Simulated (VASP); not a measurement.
Here is a VASP 6.6.1 calculation.

The input INCAR:

```
ALGO = Fast ; EDIFF = 1E-6
ENCUT = 520 ; GGA = PS
ISIF = 2 ; ISMEAR = 0
LASPH = True ; LCHARG = False
LREAL = False ; LWAVE = False
NBANDS = 18 ; NELM = 80
PREC = Accurate ; SIGMA = 0.15
```

KPOINTS

```
k-points
0
Gamma
  12 12 12
```

Contents of POSCAR:

```
SrTl
1.0
    3.8304000000      0.0000000000      0.0000000000
    0.0000000000      3.8304000000      0.0000000000
    0.0000000000      0.0000000000      4.2336000000
Sr Tl
1 1
Direct
    0.0000000000      0.0000000000      0.0000000000
    0.5000000000      0.5000000000      0.5000000000
```

Potentials or basis: VASP PAW PBE potentials, release 64 (Sr_sv, Tl_d).

The run is started by

```sh
$ cat potpaw_PBE.64/Sr_sv/POTCAR potpaw_PBE.64/Tl_d/POTCAR > POTCAR
$ mpirun -np 1 vasp_std > vasp.out
```

Problem. What does it give for the pressure?

Solution. 1.5 GPa.

Stress tensor (GPa, compression positive):
```
2.10 0.00 0.00
0.00 2.10 0.00
0.00 0.00 0.28
```

Caveat: the cell differs from its parent crystal (strain -0.050 along x and y, +0.050 along z); the PAW data sets were made with another functional, which shifts forces and pressure a little.
